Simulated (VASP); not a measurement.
# K (I4/mmm) in VASP: single point with PBEsol

Aim: the single point of K with PBEsol.

Everything below comes from runs of VASP 6.6.1. Logs are shortened: lines on timing, memory, paths and dates and some standing lists are left out, and cuts for length are marked.

### 1 The cell of the first run

Symmetry: I4/mmm, No. 139, tetragonal system. The conventional cell has a = 4.338 Å, b = 4.338 Å, c = 6.059 Å, α = 90.00°, β = 90.00°, γ = 90.00°. Within 5.7 Å of K (site symmetry 4/mmm) lie 12 K at 4.31 to 4.34 Å.

### 2 Single point, PBEsol (Na replaced by K, lengths x 1.134, strained)

INCAR reads:

```
ALGO = Fast ; EDIFF = 1E-7
ENCUT = 520 ; GGA = PS
ISIF = 2 ; ISMEAR = 0
LASPH = T ; LCHARG = T
LELF = T ; LREAL = F
LVHAR = T ; LWAVE = F
NBANDS = 10 ; NELM = 60
PREC = Accurate ; SIGMA = 0.1
```

KPOINTS reads:

```
k-points
0
Gamma
  14 14 14
```

POSCAR reads:

```
K
1.0
   -2.1690376022      2.1690376022      3.0293805583
    2.1690376022     -2.1690376022      3.0293805583
    2.1690376022      2.1690376022     -3.0293805583
K
1
Direct
    0.0000000000      0.0000000000      0.0000000000
```

Potentials or basis: VASP PAW PBE potentials, release 64 (K_sv).

Launch:

```sh
$ cat potpaw_PBE.64/K_sv/POTCAR > POTCAR
$ mpirun -np 1 vasp_std > vasp.out
```

OUTCAR:

```text
EDIFF = 1E-7
   ENCUT = 520
   GGA = PS
   ISIF = 2
   ISMEAR = 0
   LASPH = T
   LREAL = F
   NELM = 60
   PREC = Accurate

 ion  position               nearest neighbor table
   1  0.000  0.000  0.000-

  LATTYP: Found a body centered tetragonal cell.
 ALAT       =     4.3380752044
 C/A-ratio  =     1.3966473219

  Lattice vectors:

 A1 = (  -2.1690376022,   2.1690376022,   3.0293805583)
 A2 = (   2.1690376022,  -2.1690376022,   3.0293805583)
 A3 = (   2.1690376022,   2.1690376022,  -3.0293805583)

Analysis of symmetry for initial positions (statically):
=====================================================================
 Subroutine PRICEL returns:
 Original cell was already a primitive cell.

 Routine SETGRP: Setting up the symmetry group for a
 body centered tetragonal supercell.

 Subroutine GETGRP returns: Found 16 space group operations
 (whereof 16 operations were pure point group operations)
 out of a pool of 16 trial point group operations.

The static configuration has the point symmetry D_4h.

Analysis of symmetry for dynamics (positions and initial velocities):
=====================================================================
 Subroutine PRICEL returns:
 Original cell was already a primitive cell.

 Routine SETGRP: Setting up the symmetry group for a
 body centered tetragonal supercell.

 Subroutine GETGRP returns: Found 16 space group operations
 (whereof 16 operations were pure point group operations)
 out of a pool of 16 trial point group operations.

The dynamic configuration has the point symmetry D_4h.

 Subroutine INISYM returns: Found 16 space group operations
 (whereof 16 operations are pure point group operations),
 and found     1 'primitive' translations

----------------------------------------------------------------------------------------

                                     Primitive cell

  volume of cell :      57.0096

  direct lattice vectors                    reciprocal lattice vectors
    -2.169037602  2.169037602  3.029380558     0.000000000  0.230516981  0.165050244
     2.169037602 -2.169037602  3.029380558     0.230516981  0.000000000  0.165050244
     2.169037602  2.169037602 -3.029380558     0.230516981  0.230516981  0.000000000

  length of vectors
     4.311217323  4.311217323  4.311217323     0.283513071  0.283513071  0.326000241

  position of ions in fractional coordinates (direct lattice)
     0.000000000  0.000000000  0.000000000

  ion indices of the primitive-cell ions
   primitive index   ion index
                 1           1

----------------------------------------------------------------------------------------

 KPOINTS: k-points

Automatic generation of k-mesh.
 Grid dimensions read from file:
 generate k-points for:   14   14   14

 Generating k-lattice:

  Cartesian coordinates                     Fractional coordinates (reciprocal lattice)
     0.000000000  0.016465499  0.011789303     0.071428571  0.000000000  0.000000000
     0.016465499  0.000000000  0.011789303     0.000000000  0.071428571  0.000000000
     0.016465499  0.016465499  0.000000000     0.000000000  0.000000000  0.071428571

  Length of vectors
     0.020250934  0.020250934  0.023285732

  Shift w.r.t. Gamma in fractional coordinates (k-lattice)
     0.000000000  0.000000000  0.000000000

 Subroutine IBZKPT returns following result:
 ===========================================

 Found    244 irreducible k-points:

 Following reciprocal coordinates:
            Coordinates               Weight
  0.000000  0.000000  0.000000      1.000000
  0.071429 -0.000000  0.000000      8.000000
  0.142857 -0.000000  0.000000      8.000000
  0.214286 -0.000000  0.000000      8.000000
  0.285714 -0.000000  0.000000      8.000000
  0.357143  0.000000  0.000000      8.000000
[... 16 lines left out ...]
  0.214286  0.142857  0.000000     16.000000
  0.285714  0.142857  0.000000     16.000000
 [... further k-points ...]
   k-points           NKPTS =    244   k-points in BZ     NKDIM =    244   number of bands    NBANDS=     10
   number of dos      NEDOS =    301   number of ions     NIONS =      1
   total plane-waves  NPLWV =  32768
   dimension x,y,z NGX =    32 NGY =   32 NGZ =   32
   dimension x,y,z NGXF=    64 NGYF=   64 NGZF=   64
   ions per type =               1
   NGX,Y,Z   is equivalent  to a cutoff of  12.34, 12.34, 12.34 a.u.
   NGXF,Y,Z  is equivalent  to a cutoff of  24.68, 24.68, 24.68 a.u.
 SYSTEM =  unknown system
   PREC   = accura    normal or accurate (medium, high low for compatibility)
   ISTART =      0    job   : 0-new  1-cont  2-samecut
   ICHARG =      2    charge: 1-file 2-atom 10-const
   ISPIN  =      1    spin polarized calculation?
   LNONCOLLINEAR =      F non collinear calculations
   LSORBIT =      F    spin-orbit coupling
   LASPH  =      T    aspherical Exc in radial PAW
   ENCUT  =  520.0 eV  38.22 Ry    6.18 a.u.   8.02  8.02  8.02*2*pi/ulx,y,z
   NELM   =     60;   NELMIN=  2; NELMDL= -5     # of ELM steps
   EDIFF  = 0.1E-06   stopping-criterion for ELM
   LREAL  =      F    real-space projection
   EDIFFG = 0.1E-05   stopping-criterion for IOM
   NSW    =      0    number of steps for IOM
   IBRION =     -1    ionic relax: 0-MD 1-quasi-New 2-CG
   NFREE  =      0    steps in history (QN), initial steepest desc. (CG)
   ISIF   =      2    stress and relaxation
   ISYM   =      2    0-nonsym 1-usesym 2-fastsym
   POTIM  = 0.5000    time-step for ionic-motion
   TEBEG  =    0.0;   TEEND  =   0.0 temperature during run
   PSTRESS=    0.0 pullay stress
   NELECT =       9.0000    total number of electrons
   NUPDOWN=      -1.0000    fix difference up-down
   EMIN   =  10.00;   EMAX   =-10.00  energy-range for DOS
   EFERMI =   0.00;   METHOD = LEGACY
   ISMEAR =     0;   SIGMA  =   0.10  broadening in eV -4-tet -1-fermi 0-gaus
   EFERMI_NEDOS =   21; number of points for ismear=-14 and -15
   IALGO  =     68    algorithm
   IMIX   =      4    mixing-type and parameters
     AMIX     =   0.40;   BMIX     =  1.00
     AMIX_MAG =   1.60;   BMIX_MAG =  1.00
  volume/ion in A,a.u.               =      57.01       384.72
  Fermi-wavevector in a.u.,A,eV,Ry     =   0.884789  1.672009 10.651340  0.782851
  Thomas-Fermi vector in A             =   2.005736
   LORBIT       =      0    0 simple, 1 ext, 2 COOP (PROOUT), +10 PAW based schemes
   GGA     = PS    functional components
   LHFCALC =     F    Hartree Fock is set to
   AEXX    =    0.0000 exact exchange contribution
   IVDW    =     0    specifies the selected vdW correction
   LEPSILON=     F    determine dielectric tensor
   LRPA    =     F    only Hartree local field effects (RPA)
 non-spin polarized calculation
 RMM-DIIS sequential band-by-band and
 Gauss-broadening in eV      SIGMA  =   0.10
  energy-cutoff  :      520.00
  volume of cell :       57.01
 maximum number of plane-waves:      1564
   NGX = 17   NGY = 17   NGZ = 17

 number of electron       9.0000001 magnetization

 Free energy of the ion-electron system (eV)
  ---------------------------------------------------
  ext. energy  EPLUGINS =         0.00000000
  ---------------------------------------------------
  free energy    TOTEN  =        -1.09036818 eV

  energy without entropy =       -1.08683604  energy(sigma->0) =       -1.08860211

 E-fermi :   0.4616     XC(G=0):  -6.3744

 val. band max:        0.4341803080   @ k =  -0.3571  -0.3571   0.2143
 cond. band min:       0.4659881604   @ k =  -0.2857   0.4286   0.0714
 fundamental gap:      0.0318078524
 Fermi energy:         0.4616130917

 k-point     1 :       0.0000    0.0000    0.0000
  band No.  band energies     occupation
      1     -31.4116      2.00000
      2     -14.8917      2.00000
      3     -14.8917      2.00000
      4     -14.8912      2.00000
      5      -2.0851      2.00000
      6       4.8641      0.00000
      7       4.8641      0.00000
      8       4.9152      0.00000
      9       6.3097      0.00000
     10       6.4054      0.00000

 k-point     2 :       0.0714   -0.0000    0.0000
  band No.  band energies     occupation
      1     -31.4110      2.00000
      2     -14.8999      2.00000
      3     -14.8928      2.00000
      4     -14.8923      2.00000
      5      -2.0103      2.00000
      6       4.6951      0.00000
      7       4.8959      0.00000
      8       4.9334      0.00000
      9       6.2448      0.00000
     10       6.3359      0.00000

 k-point     3 :       0.1429   -0.0000    0.0000
  band No.  band energies     occupation
      1     -31.4092      2.00000
      2     -14.9231      2.00000
      3     -14.8960      2.00000
      4     -14.8951      2.00000
      5      -1.7898      2.00000
      6       4.2432      0.00000
      7       4.9620      0.00000
      8       5.0056      0.00000
      9       6.1258      0.00000
     10       6.2017      0.00000

 k-point     4 :       0.2143   -0.0000    0.0000
  band No.  band energies     occupation
      1     -31.4067      2.00000
      2     -14.9564      2.00000
      3     -14.9006      2.00000
      4     -14.8992      2.00000
      5      -1.4340      2.00000
      6       3.6632      0.00000
      7       4.9720      0.00000
      8       5.0326      0.00000
      9       6.1260      0.00000
     10       6.1740      0.00000

 k-point     5 :       0.2857   -0.0000    0.0000
  band No.  band energies     occupation
      1     -31.4039      2.00000
      2     -14.9928      2.00000
      3     -14.9056      2.00000
      4     -14.9036      2.00000
      5      -0.9603      2.00000
      6       3.0266      0.00000
      7       4.8723      0.00000
      8       4.9478      0.00000
      9       6.3511      0.00000
     10       6.3716      0.00000

 k-point     6 :       0.3571    0.0000    0.0000
  band No.  band energies     occupation
      1     -31.4013      2.00000
      2     -15.0252      2.00000
      3     -14.9102      2.00000
      4     -14.9076      2.00000
      5      -0.3920      2.00000
      6       2.3592      0.00000
      7       4.7347      0.00000
      8       4.8160      0.00000
      9       6.7334      0.00000
     10       6.7381      0.00000

 k-point     7 :       0.4286   -0.0000    0.0000
  band No.  band energies     occupation
      1     -31.3996      2.00000
      2     -15.0474      2.00000
      3     -14.9133      2.00000
      4     -14.9104      2.00000
      5       0.2383      1.99842
      6       1.6788      0.00000
      7       4.6314      0.00000
      8       4.7142      0.00000
      9       7.1216      0.00000
     10       7.1464      0.00000

 k-point     8 :       0.5000   -0.0000    0.0000
  band No.  band energies     occupation
      1     -31.3989      2.00000
      2     -15.0553      2.00000
      3     -14.9145      2.00000
      4     -14.9113      2.00000
      5       0.7552      0.00003
      6       1.1470      0.00000
      7       4.5942      0.00000
      8       4.6772      0.00000
      9       7.3030      0.00000
     10       7.3361      0.00000

 k-point     9 :       0.0714    0.0714    0.0000
  band No.  band energies     occupation
      1     -31.4100      2.00000
      2     -14.9116      2.00000
      3     -14.8975      2.00000
      4     -14.8928      2.00000
      5      -1.8862      2.00000
      6       4.4628      0.00000
      7       4.8808      0.00000
      8       5.0028      0.00000
      9       6.0871      0.00000
     10       6.3135      0.00000
[... 118 lines left out ...]
 k-point    19 :      -0.2143    0.0714    0.0000
  band No.  band energies     occupation
      1     -31.4072      2.00000
      2     -14.9463      2.00000
      3     -14.9025      2.00000
      4     -14.8999      2.00000
      5      -1.5059      2.00000
      6       3.8428      0.00000
      7       4.9556      0.00000
      8       5.0125      0.00000
      9       5.7651      0.00000
     10       6.4125      0.00000

 k-point    20 :      -0.1429    0.0714    0.0000
  band No.  band energies     occupation
      1     -31.4094      2.00000
      2     -14.9169      2.00000
      3     -14.8979      2.00000
      4     -14.8964      2.00000
      5      -1.8155      2.00000
      6       4.3456      0.00000
      7       4.9480      0.00000
      8       4.9886      0.00000
      9       5.8576      0.00000
     10       6.4140      0.00000

 k-point    21 :      -0.0714    0.0714    0.0000
  band No.  band energies     occupation
      1     -31.4108      2.00000
      2     -14.8998      2.00000
      3     -14.8944      2.00000
      4     -14.8941      2.00000
      5      -1.9863      2.00000
      6       4.6669      0.00000
      7       4.8939      0.00000
      8       4.9406      0.00000
      9       6.0937      0.00000
     10       6.4237      0.00000

 k-point    22 :       0.1429    0.1429    0.0000
  band No.  band energies     occupation
      1     -31.4058      2.00000
      2     -14.9578      2.00000
      3     -14.9148      2.00000
      4     -14.8975      2.00000
      5      -1.3139      2.00000
      6       3.6884      0.00000
      7       4.5591      0.00000
      8       5.3280      0.00000
      9       5.5883      0.00000
     10       6.5176      0.00000

 k-point    23 :       0.2143    0.1429    0.0000
  band No.  band energies     occupation
      1     -31.4033      2.00000
      2     -14.9846      2.00000
      3     -14.9251      2.00000
      4     -14.9016      2.00000
      5      -0.8855      2.00000
      6       3.2424      0.00000
      7       4.2563      0.00000
      8       5.2572      0.00000
      9       5.7107      0.00000
     10       6.8150      0.00000

 k-point    24 :       0.2857    0.1429    0.0000
  band No.  band energies     occupation
      1     -31.4008      2.00000
      2     -15.0116      2.00000
      3     -14.9324      2.00000
      4     -14.9069      2.00000
      5      -0.3553      2.00000
      6       2.6731      0.00000
      7       4.0559      0.00000
      8       5.0460      0.00000
      9       6.1228      0.00000
     10       7.1914      0.00000

 [... further k-points ...]
[... 5 lines left out ...]
  --------------------------------------------------------------------------------------
  -------------------------------------------------------------------------------------
  Total        0.4347943      0.4347943      0.4375074      0.0000000     -0.0000000      0.0000000
  in kB       12.2193034     12.2193034     12.2955514      0.0000000     -0.0000000      0.0000000
  external PRESSURE =      12.2447194 kB  Pullay stress =       0.0000000 kB

 VOLUME and BASIS-vectors are now :
 -----------------------------------------------------------------------------
  energy-cutoff  :      520.00
  volume of cell :       57.01
      direct lattice vectors                 reciprocal lattice vectors
    -2.169037602  2.169037602  3.029380558     0.000000000  0.230516981  0.165050244
     2.169037602 -2.169037602  3.029380558     0.230516981  0.000000000  0.165050244
     2.169037602  2.169037602 -3.029380558     0.230516981  0.230516981  0.000000000

 POSITION                                       TOTAL-FORCE (eV/Angst)
 -----------------------------------------------------------------------------------
      0.00000      0.00000      0.00000        -0.000000     -0.000000      0.000000
 -----------------------------------------------------------------------------------
    total drift:                                0.000000      0.000000     -0.000000

  FREE ENERGIE OF THE ION-ELECTRON SYSTEM (eV)
  ---------------------------------------------------
  free  energy   TOTEN  =        -1.0903681827 eV

  energy  without entropy=       -1.0868360428  energy(sigma->0) =       -1.08860211
```

Run time: 95 s. Hardware: 1 thread of AMD EPYC 7R13 (Zen 3), shared host; peak memory 0.24 GiB.

What came out:

```
Free energy : -1.0904 eV
Pressure    : 1.2 GPa
```

Caveat: the cell differs from its parent crystal (Na replaced by K, lengths x 1.134, strained); the PAW data sets were made with another functional, which shifts forces and pressure a little.
